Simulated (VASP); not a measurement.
# Li in VASP: relaxation of the atoms with PBEsol

Aim: the relaxation of the atoms of Li with PBEsol.

Everything below comes from runs of VASP 6.6.1. Logs are shortened: lines on timing, memory, paths and dates and some standing lists are left out, and cuts for length are marked.

### Step 1. The cell of the first run

The cell holds a slab with vacuum, 10 atoms: a = 3.052 Å, b = 4.999 Å, c = 26.453 Å, α = 90.00°, β = 90.00°, γ = 90.00°.

### Step 2. Relaxation of the atoms, PBEsol

File INCAR:

```
SYSTEM = Li
PREC = Accurate
ENCUT = 520
EDIFF = 1E-6
ISMEAR = 0
SIGMA = 0.1
LREAL = .FALSE.
LASPH = .TRUE.
NELM = 60
ALGO = Normal
ISIF = 2
LWAVE = .FALSE.
LCHARG = .FALSE.
LDIPOL = .TRUE.
IDIPOL = 3
DIPOL = 0.5 0.5 0.500
GGA = PS
IBRION = 2
NSW = 80
EDIFFG = -0.02
KPAR = 2
```

File KPOINTS:

```
regular mesh
0
G
  11 7 1
  0 0 0
```

File POSCAR:

```
Li
1.0
    3.0518541436      0.0000000000      0.0000000000
    0.0000000000      4.9991346439      0.0000000000
    0.0000000000      0.0000000000     26.4529272737
Li
10
Direct
    0.0000000000      0.7500000000      0.2835224972
    0.5000000000      0.2500000000      0.3168267284
    0.5000000000      0.7500000000      0.3834351908
    0.0000000000      0.2500000000      0.4167394220
    0.0000000000      0.7500000000      0.4833478844
    0.5000000000      0.2500000000      0.5166521156
    0.5000000000      0.7500000000      0.5832605780
    0.0000000000      0.2500000000      0.6165648092
    0.0000000000      0.7500000000      0.6831732716
    0.5000000000      0.2500000000      0.7164775028
```

Potentials or basis: VASP PAW PBE potentials, release 64 (Li_sv).

Command:

```bash
$ cat potpaw_PBE.64/Li_sv/POTCAR > POTCAR
$ mpirun -np 2 vasp_std > vasp.out
```

OUTCAR:

```text
SYSTEM = Li
   PREC = Accurate
   ENCUT = 520
   EDIFF = 1E-6
   ISMEAR = 0
   LREAL = .FALSE.
   LASPH = .TRUE.
   NELM = 60
   ISIF = 2
   GGA = PS
   IBRION = 2
   NSW = 80
   EDIFFG = -0.02

 ion  position               nearest neighbor table
   1  0.000  0.750  0.284-
   2  0.500  0.250  0.317-
   3  0.500  0.750  0.383-
   4  0.000  0.250  0.417-
   5  0.000  0.750  0.483-
   6  0.500  0.250  0.517-
   7  0.500  0.750  0.583-
   8  0.000  0.250  0.617-
   9  0.000  0.750  0.683-
  10  0.500  0.250  0.716-

  LATTYP: Found a simple orthorhombic cell.
 ALAT       =     3.0518541436
 B/A-ratio  =     1.6380647333
 C/A-ratio  =     8.6678216025

  Lattice vectors:

 A1 = (   3.0518541436,   0.0000000000,   0.0000000000)
 A2 = (   0.0000000000,   4.9991346439,   0.0000000000)
 A3 = (   0.0000000000,   0.0000000000,  26.4529272737)

Analysis of symmetry for initial positions (statically):
=====================================================================
 Subroutine PRICEL returns:
 Original cell was already a primitive cell.

 Routine SETGRP: Setting up the symmetry group for a
 simple orthorhombic supercell.

 Subroutine GETGRP returns: Found  8 space group operations
 (whereof  2 operations were pure point group operations)
 out of a pool of  8 trial point group operations.

The static configuration has the point symmetry C_1h.
 The point group associated with its full space group is D_2h.

Analysis of symmetry for dynamics (positions and initial velocities):
=====================================================================
 Subroutine PRICEL returns:
 Original cell was already a primitive cell.

 Routine SETGRP: Setting up the symmetry group for a
 simple orthorhombic supercell.

 Subroutine GETGRP returns: Found  8 space group operations
 (whereof  2 operations were pure point group operations)
 out of a pool of  8 trial point group operations.

The dynamic configuration has the point symmetry C_1h.
 The point group associated with its full space group is D_2h.

 Subroutine INISYM returns: Found  8 space group operations
 (whereof  2 operations are pure point group operations),
 and found     1 'primitive' translations

----------------------------------------------------------------------------------------

                                     Primitive cell

  volume of cell :     403.5825

  direct lattice vectors                    reciprocal lattice vectors
     3.051854144  0.000000000  0.000000000     0.327669657  0.000000000  0.000000000
     0.000000000  4.999134644  0.000000000     0.000000000  0.200034620  0.000000000
     0.000000000  0.000000000 26.452927274     0.000000000  0.000000000  0.037803000

  length of vectors
     3.051854144  4.999134644 26.452927274     0.327669657  0.200034620  0.037803000

  position of ions in fractional coordinates (direct lattice)
     0.000000000  0.750000000  0.283522497
     0.500000000  0.250000000  0.316826728
     0.500000000  0.750000000  0.383435191
     0.000000000  0.250000000  0.416739422
     0.000000000  0.750000000  0.483347884
     0.500000000  0.250000000  0.516652116
     0.500000000  0.750000000  0.583260578
     0.000000000  0.250000000  0.616564809
     0.000000000  0.750000000  0.683173272
     0.500000000  0.250000000  0.716477503

  ion indices of the primitive-cell ions
   primitive index   ion index
                 1           1
                 2           2
                 3           3
                 4           4
                 5           5
                 6           6
                 7           7
                 8           8
                 9           9
                10          10

----------------------------------------------------------------------------------------

 KPOINTS: regular mesh

Automatic generation of k-mesh.
 Grid dimensions read from file:
 generate k-points for:   11    7    1

 Generating k-lattice:

  Cartesian coordinates                     Fractional coordinates (reciprocal lattice)
     0.029788151  0.000000000  0.000000000     0.090909091  0.000000000  0.000000000
     0.000000000  0.028576374  0.000000000     0.000000000  0.142857143  0.000000000
     0.000000000  0.000000000  0.037803000     0.000000000  0.000000000  1.000000000

  Length of vectors
     0.029788151  0.028576374  0.037803000

  Shift w.r.t. Gamma in fractional coordinates (k-lattice)
     0.000000000  0.000000000  0.000000000

 Subroutine IBZKPT returns following result:
 ===========================================

 Found     24 irreducible k-points:

 Following reciprocal coordinates:
            Coordinates               Weight
  0.000000  0.000000  0.000000      1.000000
  0.090909  0.000000  0.000000      2.000000
  0.181818  0.000000  0.000000      2.000000
  0.272727  0.000000  0.000000      2.000000
  0.363636  0.000000  0.000000      2.000000
  0.454545  0.000000  0.000000      2.000000
[... 16 lines left out ...]
  0.363636  0.428571  0.000000      4.000000
  0.454545  0.428571  0.000000      4.000000
   k-points           NKPTS =     24   k-points in BZ     NKDIM =     24   number of bands    NBANDS=     21
   number of dos      NEDOS =    301   number of ions     NIONS =     10
   total plane-waves  NPLWV = 192000
   dimension x,y,z NGX =    24 NGY =   40 NGZ =  200
   dimension x,y,z NGXF=    48 NGYF=   80 NGZF=  400
   ions per type =              10
   NGX,Y,Z   is equivalent  to a cutoff of  13.07, 13.30, 12.57 a.u.
   NGXF,Y,Z  is equivalent  to a cutoff of  26.15, 26.60, 25.14 a.u.
 SYSTEM =  Li
   PREC   = accura    normal or accurate (medium, high low for compatibility)
   ISTART =      0    job   : 0-new  1-cont  2-samecut
   ICHARG =      2    charge: 1-file 2-atom 10-const
   ISPIN  =      1    spin polarized calculation?
   LNONCOLLINEAR =      F non collinear calculations
   LSORBIT =      F    spin-orbit coupling
   LASPH  =      T    aspherical Exc in radial PAW
   ENCUT  =  520.0 eV  38.22 Ry    6.18 a.u.   5.67  9.30 49.18*2*pi/ulx,y,z
   NELM   =     60;   NELMIN=  2; NELMDL= -5     # of ELM steps
   EDIFF  = 0.1E-05   stopping-criterion for ELM
   LREAL  =      F    real-space projection
   EDIFFG = -.2E-01   stopping-criterion for IOM
   NSW    =     80    number of steps for IOM
   IBRION =      2    ionic relax: 0-MD 1-quasi-New 2-CG
   NFREE  =      1    steps in history (QN), initial steepest desc. (CG)
   ISIF   =      2    stress and relaxation
   ISYM   =      2    0-nonsym 1-usesym 2-fastsym
   POTIM  = 0.5000    time-step for ionic-motion
   TEBEG  =    0.0;   TEEND  =   0.0 temperature during run
   PSTRESS=    0.0 pullay stress
   NELECT =      30.0000    total number of electrons
   NUPDOWN=      -1.0000    fix difference up-down
   EMIN   =  10.00;   EMAX   =-10.00  energy-range for DOS
   EFERMI =   0.00;   METHOD = LEGACY
   ISMEAR =     0;   SIGMA  =   0.10  broadening in eV -4-tet -1-fermi 0-gaus
   EFERMI_NEDOS =   21; number of points for ismear=-14 and -15
   IALGO  =     38    algorithm
   IMIX   =      4    mixing-type and parameters
     AMIX     =   0.40;   BMIX     =  1.00
     AMIX_MAG =   1.60;   BMIX_MAG =  1.00
  volume/ion in A,a.u.               =      40.36       272.35
  Fermi-wavevector in a.u.,A,eV,Ry     =   0.688342  1.300778  6.446646  0.473815
  Thomas-Fermi vector in A             =   1.769115
   LORBIT       =      0    0 simple, 1 ext, 2 COOP (PROOUT), +10 PAW based schemes
   GGA     = PS    functional components
   LHFCALC =     F    Hartree Fock is set to
   AEXX    =    0.0000 exact exchange contribution
   IVDW    =     0    specifies the selected vdW correction
   LEPSILON=     F    determine dielectric tensor
   LRPA    =     F    only Hartree local field effects (RPA)
 conjugate gradient relaxation of ions
 non-spin polarized calculation
 Gauss-broadening in eV      SIGMA  =   0.10
  energy-cutoff  :      520.00
  volume of cell :      403.58
 maximum number of plane-waves:     10911
 NGX is ok and might be reduce to    24
   NGX = 11   NGY = 19   NGZ = 99

--------------------------------------- Ionic step        1  -------------------------------------------

 number of electron      30.0000080 magnetization

 Free energy of the ion-electron system (eV)
  ---------------------------------------------------
  ext. energy  EPLUGINS =         0.00000000
  ---------------------------------------------------
  free energy    TOTEN  =       -18.61391868 eV

  energy without entropy =      -18.58850728  energy(sigma->0) =      -18.60121298

------------------------ aborting loop because EDIFF is reached ----------------------------------------

  FORCE on cell =-STRESS in cart. coord.  units (eV):
  Direction    XX          YY          ZZ          XY          YZ          ZX
  --------------------------------------------------------------------------------------
  -------------------------------------------------------------------------------------
  Total        0.1846214     -0.1469791     -0.4378341      0.0000000      0.0000000      0.0000000
  in kB        0.7329263     -0.5834905     -1.7381524      0.0000000      0.0000000      0.0000000
  external PRESSURE =      -0.5295722 kB  Pullay stress =       0.0000000 kB
[... 113 lines left out ...]
  FREE ENERGIE OF THE ION-ELECTRON SYSTEM (eV)
  ---------------------------------------------------
  free  energy   TOTEN  =       -18.6196918937 eV

  energy  without entropy=      -18.5943542766  energy(sigma->0) =      -18.60702309

[... ionic steps 4 to 7 ...]

--------------------------------------- Ionic step        8  -------------------------------------------

 number of electron      30.0000047 magnetization

------------------------ aborting loop because EDIFF is reached ----------------------------------------
[... 39 lines left out ...]
--------------------------------------- Ionic step        9  -------------------------------------------

 number of electron      30.0000041 magnetization

 dipolmoment           0.000000      0.000000      0.000000 electrons x Angstroem

------------------------ aborting loop because EDIFF is reached ----------------------------------------

  FORCE on cell =-STRESS in cart. coord.  units (eV):
  Direction    XX          YY          ZZ          XY          YZ          ZX
  --------------------------------------------------------------------------------------
  -------------------------------------------------------------------------------------
  Total       -0.1798155     -0.2652418      0.1257447      0.0000000      0.0000000      0.0000000
  in kB       -0.7138472     -1.0529802      0.4991923      0.0000000      0.0000000      0.0000000
  external PRESSURE =      -0.4225450 kB  Pullay stress =       0.0000000 kB
[... 31 lines left out ...]
--------------------------------------- Ionic step       10  -------------------------------------------

 number of electron      30.0000036 magnetization

 dipolmoment           0.000000      0.000000     -0.000000 electrons x Angstroem

 Free energy of the ion-electron system (eV)
  ---------------------------------------------------
  ext. energy  EPLUGINS =         0.00000000
  ---------------------------------------------------
  free energy    TOTEN  =       -18.63610318 eV

  energy without entropy =      -18.61236161  energy(sigma->0) =      -18.62423240

 E-fermi :  -1.1582     XC(G=0):  -4.1774

 val. band max:       -1.1658375024   @ k =   0.0000   0.1429   0.0000
 cond. band min:      -1.1508797082   @ k =   0.4545   0.0000   0.0000
 fundamental gap:      0.0149577943
 Fermi energy:        -1.1582407353

 k-point     1 :       0.0000    0.0000    0.0000
  band No.  band energies     occupation
      1     -47.7476      2.00000
      2     -47.7476      2.00000
      3     -47.2703      2.00000
      4     -47.2703      2.00000
      5     -47.0773      2.00000
      6     -47.0749      2.00000
[... 565 lines left out ...]
     20       0.1582      0.00000
     21       2.3273      0.00000

------------------------ aborting loop because EDIFF is reached ----------------------------------------

 vacuum level on the upper side and lower side of the slab       (xc-potential included)        -0.257        -0.257

  FORCE on cell =-STRESS in cart. coord.  units (eV):
  Direction    XX          YY          ZZ          XY          YZ          ZX
  --------------------------------------------------------------------------------------
  -------------------------------------------------------------------------------------
  Total       -0.1980893     -0.2943544      0.0947492      0.0000000      0.0000000      0.0000000
  in kB       -0.7863922     -1.1685539      0.3761438      0.0000000      0.0000000      0.0000000
  external PRESSURE =      -0.5262674 kB  Pullay stress =       0.0000000 kB
[... 25 lines left out ...]
  FREE ENERGIE OF THE ION-ELECTRON SYSTEM (eV)
  ---------------------------------------------------
  free  energy   TOTEN  =       -18.6361031803 eV

  energy  without entropy=      -18.6123616121  energy(sigma->0) =      -18.62423240

 reached required accuracy - stopping structural energy minimisation

 vacuum level on the upper side and lower side of the slab         1.782         1.782
```

Wall time 9 min (2 MPI ranks of Intel Xeon Platinum 8488C (Sapphire Rapids), shared host); peak memory 0.53 GiB.

What came out:

- Free energy: -18.6361 eV
- Energy gained by relaxing: 2.2 meV/atom
- Ionic steps: 10
- Largest force after relaxing: 0.018 eV/Å
- Band gap on the k mesh: zero (bands 15 and 16 overlap by 1.96 eV)

Forces in eV/Å, atoms in the order of the input:
```
Li   0.000  0.000 -0.018
Li   0.000  0.000 -0.010
Li   0.000  0.000 -0.003
Li   0.000  0.000  0.010
Li   0.000  0.000  0.010
Li   0.000  0.000 -0.010
Li   0.000  0.000 -0.010
Li   0.000  0.000  0.003
Li   0.000  0.000  0.010
Li   0.000  0.000  0.018
```

Step by step:
```csv
step,energy change (eV),largest force (eV/Å),pressure (GPa)
1,0.0000,0.1032,-0.05
2,-0.0016,0.0956,-0.05
3,-0.0058,0.0737,-0.05
4,-0.0116,0.0488,-0.04
5,-0.0121,0.0856,-0.01
6,-0.0137,0.0693,-0.03
7,-0.0164,0.0533,-0.03
8,-0.0210,0.0266,-0.04
9,-0.0212,0.0272,-0.04
10,-0.0222,0.0184,-0.05
```

Final structure:
```cif
data_structure
_symmetry_space_group_name_H-M 'P 1'
_symmetry_Int_Tables_number 1
_cell_length_a 3.0519
_cell_length_b 4.9991
_cell_length_c 26.4529
_cell_angle_alpha 90.000
_cell_angle_beta 90.000
_cell_angle_gamma 90.000
_cell_volume 403.58
loop_
_atom_site_label
_atom_site_type_symbol
_atom_site_fract_x
_atom_site_fract_y
_atom_site_fract_z
_atom_site_occupancy
Li1 Li 0.00000 0.75000 0.28203 1
Li2 Li 0.50000 0.25000 0.32042 1
Li3 Li 0.50000 0.75000 0.37951 1
Li4 Li 0.00000 0.25000 0.41966 1
Li5 Li 0.00000 0.75000 0.48015 1
Li6 Li 0.50000 0.25000 0.51985 1
Li7 Li 0.50000 0.75000 0.58034 1
Li8 Li 0.00000 0.25000 0.62049 1
Li9 Li 0.00000 0.75000 0.67958 1
Li10 Li 0.50000 0.25000 0.71797 1
```

Caveat: the cutoff is under 1.25 times the usual one of these potentials, so pressure, stress and relaxed cells hold a basis-set (Pulay) error; the PAW data sets were made with another functional, which shifts forces and pressure a little.
